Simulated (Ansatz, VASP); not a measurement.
## One calculation of CaSe, two programs

```
Ca Se
1.0
     0.00000    3.27956    3.27956
     3.27956    0.00000    3.27956
     3.27956    3.27956    0.00000
Ca Se
1 1
Direct
  0.00000 0.00000 0.00000
  0.25000 0.25000 0.25000
```

Alike in both runs: task single point; functional HSE06; k mesh 4 × 4 × 4; no spin polarisation.

|  | VASP | Ansatz |
| --- | --- | --- |
| version | VASP 6.6.1 | Ansatz 0.2.0 |
| potentials or method | VASP PAW PBE potentials, release 64 (Ca_sv, Se) | plane waves |
| plane-wave cutoff (eV) | 520 | 420 |
| occupations | gaussian, width 0.01 eV | fixed |
| valence electrons in the cell | 16 | 26 |

```csv
,VASP,Ansatz,Ansatz less VASP
gap on the k mesh at the Fermi level (eV),4.09,4.09,+0.002
pressure (GPa),0.3,0.3,-0.03
```

VASP's potentials hold 16 valence electrons a cell and Ansatz's 26, so a difference there can come from the potentials and not from the codes. Ansatz's warnings: stress exchange threshold loose, stress scf threshold loose.
